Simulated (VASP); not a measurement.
# AlN (I4/mmm) in VASP: notebook

The runs below take AlN through single point, with LDA.

Program: VASP 6.6.1. These are calculated values, not measurements. Logs are shortened: lines on timing, memory, paths and dates and some standing lists are left out, and cuts for length are marked.

## Step 1: The cell of the first run

Symmetry: I4/mmm, No. 139, tetragonal system. Conventional cell: a = 2.797 Å, b = 2.797 Å, c = 3.837 Å, α = 90.00°, β = 90.00°, γ = 90.00°. Al (site symmetry 4/mmm) has 6 N at 1.92 to 1.98 Å within 2.5 Å. Within 2.5 Å of N (site symmetry 4/mmm) lie 6 Al at 1.92 to 1.98 Å.

## Step 2: Single point, LDA (zz strain of -3 %)

Input file INCAR:

```
SYSTEM = AlN
  PREC = Accurate
  ENCUT = 520
  EDIFF = 1E-6
  ISMEAR = -1
  SIGMA = 0.02
  LREAL = .False.
  LASPH = .True.
  NELM = 60
  ALGO = Normal
  ISIF = 2
  LWAVE = .False.
  LCHARG = .True.
  LELF = .True.
  LVHAR = .True.
  NBANDS = 11
```

Input file KPOINTS:

```
regular mesh
0
Gamma
  10 10 10
  0 0 0
```

Input file POSCAR:

```
AlN
1.0
    0.0000000000      1.9780000000      1.9186600000
    1.9780000000      0.0000000000      1.9186600000
    1.9780000000      1.9780000000      0.0000000000
Al N
1 1
Direct
    0.0000000000      0.0000000000      0.0000000000
    0.5000000000      0.5000000000      0.5000000000
```

Potentials or basis: VASP PAW LDA potentials, release 64 (Al, N).

Run with:

```console
cat potpaw_LDA.64/Al/POTCAR potpaw_LDA.64/N/POTCAR > POTCAR
mpirun -np 1 vasp_std > vasp.out
```

OUTCAR:

```text
SYSTEM = AlN
   PREC = Accurate
   ENCUT = 520
   EDIFF = 1E-6
   ISMEAR = -1
   LREAL = .False.
   LASPH = .True.
   NELM = 60
   ISIF = 2

 ion  position               nearest neighbor table
   1  0.000  0.000  0.000-   2 1.92   2 1.92   2 1.98   2 1.98   2 1.98   2 1.98
   2  0.500  0.500  0.500-   1 1.92   1 1.92   1 1.98   1 1.98   1 1.98   1 1.98

  LATTYP: Found a body centered tetragonal cell.
 ALAT       =     2.7973144264
 C/A-ratio  =     1.3717871555

  Lattice vectors:

 A1 = (   0.0000000000,  -1.9780000000,  -1.9186600000)
 A2 = (   0.0000000000,   1.9780000000,  -1.9186600000)
 A3 = (   1.9780000000,   0.0000000000,   1.9186600000)

Analysis of symmetry for initial positions (statically):
=====================================================================
 Subroutine PRICEL returns:
 Original cell was already a primitive cell.

 Routine SETGRP: Setting up the symmetry group for a
 body centered tetragonal supercell.

 Subroutine GETGRP returns: Found 16 space group operations
 (whereof 16 operations were pure point group operations)
 out of a pool of 16 trial point group operations.

The static configuration has the point symmetry D_4h.

Analysis of symmetry for dynamics (positions and initial velocities):
=====================================================================
 Subroutine PRICEL returns:
 Original cell was already a primitive cell.

 Routine SETGRP: Setting up the symmetry group for a
 body centered tetragonal supercell.

 Subroutine GETGRP returns: Found 16 space group operations
 (whereof 16 operations were pure point group operations)
 out of a pool of 16 trial point group operations.

The dynamic configuration has the point symmetry D_4h.

 Subroutine INISYM returns: Found 16 space group operations
 (whereof 16 operations are pure point group operations),
 and found     1 'primitive' translations

----------------------------------------------------------------------------------------

                                     Primitive cell

  volume of cell :      15.0135

  direct lattice vectors                    reciprocal lattice vectors
     0.000000000  1.978000000  1.918660000    -0.252780586  0.252780586  0.260598543
     1.978000000  0.000000000  1.918660000     0.252780586 -0.252780586  0.260598543
     1.978000000  1.978000000  0.000000000     0.252780586  0.252780586 -0.260598543

  length of vectors
[... 82 lines left out ...]
   EDIFF  = 0.1E-05   stopping-criterion for ELM
   LREAL  =      F    real-space projection
   EDIFFG = 0.1E-04   stopping-criterion for IOM
   NSW    =      0    number of steps for IOM
   IBRION =     -1    ionic relax: 0-MD 1-quasi-New 2-CG
   NFREE  =      0    steps in history (QN), initial steepest desc. (CG)
   ISIF   =      2    stress and relaxation
   ISYM   =      2    0-nonsym 1-usesym 2-fastsym
   POTIM  = 0.5000    time-step for ionic-motion
   TEBEG  =    0.0;   TEEND  =   0.0 temperature during run
   PSTRESS=    0.0 pullay stress
   NELECT =       8.0000    total number of electrons
   NUPDOWN=      -1.0000    fix difference up-down
   EMIN   =  10.00;   EMAX   =-10.00  energy-range for DOS
   EFERMI =   0.00;   METHOD = LEGACY
   ISMEAR =    -1;   SIGMA  =   0.02  broadening in eV -4-tet -1-fermi 0-gaus
   EFERMI_NEDOS =   21; number of points for ismear=-14 and -15
   IALGO  =     38    algorithm
   IMIX   =      4    mixing-type and parameters
     AMIX     =   0.40;   BMIX     =  1.00
     AMIX_MAG =   1.60;   BMIX_MAG =  1.00
  volume/ion in A,a.u.               =       7.51        50.66
  Fermi-wavevector in a.u.,A,eV,Ry     =   1.327225  2.508092 23.967027  1.761527
  Thomas-Fermi vector in A             =   2.456553
   LORBIT       =      0    0 simple, 1 ext, 2 COOP (PROOUT), +10 PAW based schemes
   GGA     = CA    functional components
   LHFCALC =     F    Hartree Fock is set to
   AEXX    =    0.0000 exact exchange contribution
   IVDW    =     0    specifies the selected vdW correction
   LEPSILON=     F    determine dielectric tensor
   LRPA    =     F    only Hartree local field effects (RPA)
 non-spin polarized calculation
  energy-cutoff  :      520.00
  volume of cell :       15.01
 maximum number of plane-waves:       423
   NGX = 11   NGY = 11   NGZ = 11

 number of electron       8.0000001 magnetization

 Free energy of the ion-electron system (eV)
  ---------------------------------------------------
  ext. energy  EPLUGINS =         0.00000000
  ---------------------------------------------------
  free energy    TOTEN  =       -16.13488734 eV

  energy without entropy =      -16.13488734  energy(sigma->0) =      -16.13488734

 E-fermi :  11.5800     XC(G=0): -13.0285

 val. band max:       11.0808130599   @ k =   0.0000   0.0000   0.0000
 cond. band min:      15.8053284097   @ k =   0.5000   0.5000   0.0000
 fundamental gap:      4.7245153499
 Fermi energy:        11.5799567808

 k-point     1 :       0.0000    0.0000    0.0000
  band No.  band energies     occupation
      1      -7.3070      2.00000
      2      10.8599      2.00000
      3      11.0808      2.00000
      4      11.0808      2.00000
      5      18.2120      0.00000
      6      23.1920      0.00000
      7      23.1920      0.00000
      8      23.6225      0.00000
      9      28.8128      0.00000
     10      28.8327      0.00000
     11      29.9235      0.00000
[... 309 lines left out ...]
 k-point    24 :       0.4000    0.3000    0.0000
  band No.  band energies     occupation
      1      -3.7929      2.00000
      2       4.8084      2.00000
      3       7.8531      2.00000
      4       8.3538      2.00000
      5      17.2072      0.00000
      6      18.3131      0.00000
      7      24.4480      0.00000
      8      27.3623      0.00000
      9      28.3168      0.00000
     10      33.5360      0.00000
     11      37.0906      0.00000

 [... further k-points ...]
[... 5 lines left out ...]
  --------------------------------------------------------------------------------------
  -------------------------------------------------------------------------------------
  Total        1.8230989      1.8230989      3.2240796      0.0000000      0.0000000      0.0000000
  in kB      194.5540285    194.5540285    344.0612422      0.0000000      0.0000000      0.0000000
  external PRESSURE =     244.3897664 kB  Pullay stress =       0.0000000 kB

 VOLUME and BASIS-vectors are now :
 -----------------------------------------------------------------------------
  energy-cutoff  :      520.00
  volume of cell :       15.01
      direct lattice vectors                 reciprocal lattice vectors
     0.000000000  1.978000000  1.918660000    -0.252780586  0.252780586  0.260598543
     1.978000000  0.000000000  1.918660000     0.252780586 -0.252780586  0.260598543
     1.978000000  1.978000000  0.000000000     0.252780586  0.252780586 -0.260598543

 POSITION                                       TOTAL-FORCE (eV/Angst)
 -----------------------------------------------------------------------------------
      0.00000      0.00000      0.00000        -0.000000      0.000000      0.000000
      1.97800      1.97800      1.91866         0.000000     -0.000000      0.000000
 -----------------------------------------------------------------------------------
    total drift:                                0.000000      0.000000      0.000000

  FREE ENERGIE OF THE ION-ELECTRON SYSTEM (eV)
  ---------------------------------------------------
  free  energy   TOTEN  =       -16.1348873365 eV

  energy  without entropy=      -16.1348873365  energy(sigma->0) =      -16.13488734
```

stdout:

```text
POSCAR found type information on POSCAR AlN
 POSCAR found :  2 types and       2 ions
 scaLAPACK will be used
 LDA part: xc-table for (Slater(with rela. corr.)+CA(PZ))
 , standard interpolation
 POSCAR, INCAR and KPOINTS ok, starting setup
 FFT: planning ... GRIDC
 FFT: planning ... GRID_SOFT
 FFT: planning ... GRID
 WAVECAR not read
 entering main loop
```

Run time: 5.4 s. Hardware: 1 thread of Intel Xeon 6975P-C (Granite Rapids), shared host; peak memory 0.12 GiB.

Results:

```
Free energy            : -16.1349 eV
Pressure               : 24.4 GPa
Band gap on the k mesh : 4.72 eV, indirect (least direct gap 7.13 eV)
```

Stress tensor (GPa, compression positive):
```
19.46  0.00  0.00
 0.00 19.46  0.00
 0.00  0.00 34.41
```

Caveat: the cell differs from its parent crystal (zz strain of -3 %). A k mesh can miss the band edges.

## Step 3: Single point, LDA (zz strain of -2 %)

Input file INCAR:

```
SYSTEM = AlN
PREC     = Accurate       ! precision mode
ENCUT    = 520            ! plane-wave cutoff, eV
EDIFF    = 1E-6           ! SCF threshold, eV
ISMEAR   = -1             ! smearing method
SIGMA    = 0.02           ! smearing width, eV
LREAL    = .False.        ! projectors in reciprocal space
LASPH    = .True.         ! aspherical terms in the spheres
NELM     = 60             ! most SCF steps
ALGO     = Normal         ! electronic algorithm
ISIF     = 2              ! what is computed and relaxed
LWAVE    = .False.        ! write WAVECAR
LCHARG   = .False.        ! write CHGCAR
NBANDS   = 11             ! bands
```

KPOINTS is that of step 2.

Input file POSCAR:

```
AlN
1.0
    0.0000000000      1.9780000000      1.9384400000
    1.9780000000      0.0000000000      1.9384400000
    1.9780000000      1.9780000000      0.0000000000
Al N
1 1
Direct
    0.0000000000      0.0000000000      0.0000000000
    0.5000000000      0.5000000000      0.5000000000
```

Potentials or basis: VASP PAW LDA potentials, release 64 (Al, N).

Run with:

```console
cat potpaw_LDA.64/Al/POTCAR potpaw_LDA.64/N/POTCAR > POTCAR
mpirun -np 1 vasp_std > vasp.out
```

OUTCAR:

```text
SYSTEM = AlN
   PREC = Accurate
   ENCUT = 520
   EDIFF = 1E-6
   ISMEAR = -1
   LREAL = .False.
   LASPH = .True.
   NELM = 60
   ISIF = 2

 ion  position               nearest neighbor table
   1  0.000  0.000  0.000-   2 1.94   2 1.94   2 1.98   2 1.98   2 1.98   2 1.98
   2  0.500  0.500  0.500-   1 1.94   1 1.94   1 1.98   1 1.98   1 1.98   1 1.98

  LATTYP: Found a body centered tetragonal cell.
 ALAT       =     2.7973144264
 C/A-ratio  =     1.3859292911

  Lattice vectors:

 A1 = (   0.0000000000,  -1.9780000000,  -1.9384400000)
 A2 = (   0.0000000000,   1.9780000000,  -1.9384400000)
 A3 = (   1.9780000000,   0.0000000000,   1.9384400000)

Analysis of symmetry for initial positions (statically):
=====================================================================
 Subroutine PRICEL returns:
 Original cell was already a primitive cell.

 Routine SETGRP: Setting up the symmetry group for a
 body centered tetragonal supercell.

 Subroutine GETGRP returns: Found 16 space group operations
 (whereof 16 operations were pure point group operations)
 out of a pool of 16 trial point group operations.

The static configuration has the point symmetry D_4h.

Analysis of symmetry for dynamics (positions and initial velocities):
=====================================================================
 Subroutine PRICEL returns:
 Original cell was already a primitive cell.

 Routine SETGRP: Setting up the symmetry group for a
 body centered tetragonal supercell.

 Subroutine GETGRP returns: Found 16 space group operations
 (whereof 16 operations were pure point group operations)
 out of a pool of 16 trial point group operations.

The dynamic configuration has the point symmetry D_4h.

 Subroutine INISYM returns: Found 16 space group operations
 (whereof 16 operations are pure point group operations),
 and found     1 'primitive' translations

----------------------------------------------------------------------------------------

                                     Primitive cell

  volume of cell :      15.1682

  direct lattice vectors                    reciprocal lattice vectors
     0.000000000  1.978000000  1.938440000    -0.252780586  0.252780586  0.257939374
     1.978000000  0.000000000  1.938440000     0.252780586 -0.252780586  0.257939374
     1.978000000  1.978000000  0.000000000     0.252780586  0.252780586 -0.257939374

  length of vectors
     2.769482557  2.769482557  2.797314426     0.440827370  0.440827370  0.440827370

  position of ions in fractional coordinates (direct lattice)
     0.000000000  0.000000000  0.000000000
     0.500000000  0.500000000  0.500000000

  ion indices of the primitive-cell ions
   primitive index   ion index
                 1           1
                 2           2

----------------------------------------------------------------------------------------

 KPOINTS: regular mesh

Automatic generation of k-mesh.
 Grid dimensions read from file:
 generate k-points for:   10   10   10

 Generating k-lattice:

  Cartesian coordinates                     Fractional coordinates (reciprocal lattice)
    -0.025278059  0.025278059  0.025793937     0.100000000  0.000000000  0.000000000
     0.025278059 -0.025278059  0.025793937     0.000000000  0.100000000  0.000000000
     0.025278059  0.025278059 -0.025793937    -0.000000000 -0.000000000  0.100000000

  Length of vectors
     0.044082737  0.044082737  0.044082737

  Shift w.r.t. Gamma in fractional coordinates (k-lattice)
     0.000000000  0.000000000  0.000000000

 Subroutine IBZKPT returns following result:
 ===========================================

 Found    102 irreducible k-points:

 Following reciprocal coordinates:
            Coordinates               Weight
  0.000000  0.000000  0.000000      1.000000
  0.100000  0.000000  0.000000      8.000000
  0.200000  0.000000  0.000000      8.000000
  0.300000 -0.000000  0.000000      8.000000
  0.400000  0.000000  0.000000      8.000000
  0.500000  0.000000  0.000000      4.000000
[... 16 lines left out ...]
  0.300000  0.300000  0.000000      2.000000
  0.400000  0.300000  0.000000      8.000000
 [... further k-points ...]
   k-points           NKPTS =    102   k-points in BZ     NKDIM =    102   number of bands    NBANDS=     11
   number of dos      NEDOS =    301   number of ions     NIONS =      2
   total plane-waves  NPLWV =  13824
   dimension x,y,z NGX =    24 NGY =   24 NGZ =   24
   dimension x,y,z NGXF=    48 NGYF=   48 NGZF=   48
   ions per type =               1   1
   NGX,Y,Z   is equivalent  to a cutoff of  14.41, 14.41, 14.26 a.u.
   NGXF,Y,Z  is equivalent  to a cutoff of  28.81, 28.81, 28.53 a.u.
 SYSTEM =  AlN
   PREC   = accura    normal or accurate (medium, high low for compatibility)
   ISTART =      0    job   : 0-new  1-cont  2-samecut
   ICHARG =      2    charge: 1-file 2-atom 10-const
   ISPIN  =      1    spin polarized calculation?
   LNONCOLLINEAR =      F non collinear calculations
   LSORBIT =      F    spin-orbit coupling
   LASPH  =      T    aspherical Exc in radial PAW
   ENCUT  =  520.0 eV  38.22 Ry    6.18 a.u.   5.15  5.15  5.20*2*pi/ulx,y,z
   NELM   =     60;   NELMIN=  2; NELMDL= -5     # of ELM steps
   EDIFF  = 0.1E-05   stopping-criterion for ELM
   LREAL  =      F    real-space projection
   EDIFFG = 0.1E-04   stopping-criterion for IOM
   NSW    =      0    number of steps for IOM
   IBRION =     -1    ionic relax: 0-MD 1-quasi-New 2-CG
   NFREE  =      0    steps in history (QN), initial steepest desc. (CG)
   ISIF   =      2    stress and relaxation
   ISYM   =      2    0-nonsym 1-usesym 2-fastsym
   POTIM  = 0.5000    time-step for ionic-motion
   TEBEG  =    0.0;   TEEND  =   0.0 temperature during run
   PSTRESS=    0.0 pullay stress
   NELECT =       8.0000    total number of electrons
   NUPDOWN=      -1.0000    fix difference up-down
   EMIN   =  10.00;   EMAX   =-10.00  energy-range for DOS
   EFERMI =   0.00;   METHOD = LEGACY
   ISMEAR =    -1;   SIGMA  =   0.02  broadening in eV -4-tet -1-fermi 0-gaus
   EFERMI_NEDOS =   21; number of points for ismear=-14 and -15
   IALGO  =     38    algorithm
   IMIX   =      4    mixing-type and parameters
     AMIX     =   0.40;   BMIX     =  1.00
     AMIX_MAG =   1.60;   BMIX_MAG =  1.00
  volume/ion in A,a.u.               =       7.58        51.18
  Fermi-wavevector in a.u.,A,eV,Ry     =   1.322695  2.499532 23.803708  1.749523
  Thomas-Fermi vector in A             =   2.452358
   LORBIT       =      0    0 simple, 1 ext, 2 COOP (PROOUT), +10 PAW based schemes
   GGA     = CA    functional components
   LHFCALC =     F    Hartree Fock is set to
   AEXX    =    0.0000 exact exchange contribution
   IVDW    =     0    specifies the selected vdW correction
   LEPSILON=     F    determine dielectric tensor
   LRPA    =     F    only Hartree local field effects (RPA)
 non-spin polarized calculation
  energy-cutoff  :      520.00
  volume of cell :       15.17
 maximum number of plane-waves:       424
 NGX is ok and might be reduce to    24
   NGX = 11   NGY = 11   NGZ = 11

 number of electron       8.0000000 magnetization

 Free energy of the ion-electron system (eV)
  ---------------------------------------------------
  ext. energy  EPLUGINS =         0.00000000
  ---------------------------------------------------
  free energy    TOTEN  =       -16.16440612 eV

  energy without entropy =      -16.16440612  energy(sigma->0) =      -16.16440612

 E-fermi :  11.3863     XC(G=0): -12.9799

 val. band max:       10.9136768720   @ k =   0.0000   0.0000   0.0000
 cond. band min:      15.7550347694   @ k =   0.5000   0.5000   0.0000
 fundamental gap:      4.8413578974
 Fermi energy:        11.3863435030

 k-point     1 :       0.0000    0.0000    0.0000
  band No.  band energies     occupation
      1      -7.3497      2.00000
      2      10.7681      2.00000
      3      10.9137      2.00000
      4      10.9137      2.00000
      5      17.9213      0.00000
      6      23.0600      0.00000
      7      23.0600      0.00000
      8      23.3443      0.00000
      9      28.6206      0.00000
     10      28.7752      0.00000
     11      29.4981      0.00000
[... 309 lines left out ...]
 k-point    24 :       0.4000    0.3000    0.0000
  band No.  band energies     occupation
      1      -3.9124      2.00000
      2       4.7012      2.00000
      3       7.7628      2.00000
      4       8.2829      2.00000
      5      17.1097      0.00000
      6      18.1091      0.00000
      7      24.1110      0.00000
      8      27.1708      0.00000
      9      28.0849      0.00000
     10      33.3386      0.00000
     11      36.7356      0.00000

 [... further k-points ...]
[... 5 lines left out ...]
  --------------------------------------------------------------------------------------
  -------------------------------------------------------------------------------------
  Total        1.6374306      1.6374306      2.5147763      0.0000000     -0.0000000      0.0000000
  in kB      172.9571654    172.9571654    265.6287065      0.0000000     -0.0000000      0.0000000
  external PRESSURE =     203.8476791 kB  Pullay stress =       0.0000000 kB

 VOLUME and BASIS-vectors are now :
 -----------------------------------------------------------------------------
  energy-cutoff  :      520.00
  volume of cell :       15.17
      direct lattice vectors                 reciprocal lattice vectors
     0.000000000  1.978000000  1.938440000    -0.252780586  0.252780586  0.257939374
     1.978000000  0.000000000  1.938440000     0.252780586 -0.252780586  0.257939374
     1.978000000  1.978000000  0.000000000     0.252780586  0.252780586 -0.257939374

 POSITION                                       TOTAL-FORCE (eV/Angst)
 -----------------------------------------------------------------------------------
      0.00000      0.00000      0.00000        -0.000000      0.000000     -0.000000
      1.97800      1.97800      1.93844         0.000000      0.000000      0.000000
 -----------------------------------------------------------------------------------
    total drift:                               -0.000000     -0.000000      0.000000

  FREE ENERGIE OF THE ION-ELECTRON SYSTEM (eV)
  ---------------------------------------------------
  free  energy   TOTEN  =       -16.1644061157 eV

  energy  without entropy=      -16.1644061157  energy(sigma->0) =      -16.16440612
```

Wall time 4.8 s (1 thread of Intel Xeon 6975P-C (Granite Rapids), shared host); peak memory 0.13 GiB.

Results:

| Quantity | Value |
| --- | --- |
| Free energy | -16.1644 eV |
| Pressure | 20.4 GPa |
| Band gap on the k mesh | 4.84 eV, indirect (least direct gap 7.01 eV) |

Caveat: the cell differs from its parent crystal (zz strain of -2 %). A k mesh can miss the band edges.
